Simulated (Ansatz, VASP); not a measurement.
Al3Cu in VASP and in Ansatz

```
CELL_PARAMETERS angstrom
3.92415 0.00000 0.00000
0.00000 3.92415 0.00000
0.00000 0.00000 3.92415
ATOMIC_POSITIONS crystal
Al 0.00000 0.50000 0.50000
Al 0.50000 0.00000 0.50000
Al 0.50000 0.50000 0.00000
Cu 0.00000 0.00000 0.00000
```

Alike in both runs: task single point; functional PBEsol; k mesh 7 × 7 × 7; occupations fermi-dirac, width 0.05 eV; collinear spin.

```csv
,VASP,Ansatz
version,VASP 6.6.1,Ansatz 0.2.0
potentials or method,"VASP PAW PBE potentials, release 64 (Al, Cu), cutoff 600 eV","plane waves, PAW"
valence electrons in the cell,20,28
```

|  | VASP | Ansatz | Ansatz less VASP |
| --- | --- | --- | --- |
| net moment per atom (μB) | 0.00 | 0.00 | 0.000 |

VASP's potentials were made for PBE, not for PBEsol. With one functional, cell and mesh, what is left measures potentials, basis and numerics. VASP's potentials hold 20 valence electrons a cell and Ansatz's 28, so a difference there can come from the potentials and not from the codes. Ansatz's warnings: no starting moments.
